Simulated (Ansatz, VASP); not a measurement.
# Sb in VASP and in Ansatz

```
Sb
1.0
    -1.58515    1.58515    2.77478
     1.58515   -1.58515    2.77478
     1.58515    1.58515   -2.77478
Sb
1
Cartesian
  0.0000 0.0000 0.0000
```

Alike in both runs: functional PBE; k mesh 24 × 24 × 24; occupations gaussian, width 0.1 eV; no spin polarisation.

Ansatz relaxed the structure, and its values are those at the end. VASP's run is a single point on that final structure, the one shown.

|  | VASP | Ansatz |
| --- | --- | --- |
| version | VASP 6.6.1 | Ansatz 0.2.0 |
| potentials or method | VASP PAW PBE potentials, release 64 (Sb), cutoff 520 eV | scalar-relativistic, plane waves, PAW |
| valence electrons in the cell | 5 | 15 |

|  | VASP | Ansatz | Ansatz less VASP |
| --- | --- | --- | --- |
| gap on the k mesh at the Fermi level (eV) | none | none | - |
| pressure (GPa) | -0.1 | 0.0 | +0.11 |

A gap of «none» marks a metal or a gap that the smearing closes. VASP's potentials hold 5 valence electrons a cell and Ansatz's 15, so a difference there can come from the potentials and not from the codes.

Spin-orbit coupling is off throughout.
